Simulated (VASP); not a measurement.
Here is a VASP 6.6.1 calculation.

The input INCAR:

```
PREC = Accurate
ENCUT = 520
EDIFF = 1E-7
ISMEAR = 0
SIGMA = 0.01
LREAL = F
LASPH = T
NELM = 150
ALGO = Normal
ISIF = 2
LWAVE = F
LCHARG = F
LNONCOLLINEAR = T
MAGMOM = 0 0 0 0 0 0 0 0 0 0 0 0
LORBIT = 11
LSORBIT = T
GGA_COMPAT = F
LORBMOM = T
GGA = PE
NBANDS = 54
```

Contents of KPOINTS:

```
regular mesh
0
Gamma
  6 6 4
```

Contents of POSCAR:

```
PbS
1.0
    4.9970300227      0.0000000000      0.0000000000
   -2.4985150114      4.3275549432      0.0000000000
    0.0000000000      0.0000000000      5.9976969638
Pb S
2 2
Direct
    0.3333333333      0.6666666667     -0.0640822957
    0.6666666667      0.3333333333      0.4359177043
    0.3333333333      0.6666666667      0.4390822957
    0.6666666667      0.3333333333      0.9390822957
```

Potentials or basis: VASP PAW PBE potentials, release 64 (Pb_d, S).

Command:

```sh
$ cat potpaw_PBE.64/Pb_d/POTCAR potpaw_PBE.64/S/POTCAR > POTCAR
$ mpirun -np 1 vasp_ncl > vasp.out
```

(1) What does it give for the pressure?

(2) What does it give for the net moment?

Results:

(1) 0.6 GPa.

(2) 0.00 μB per cell.
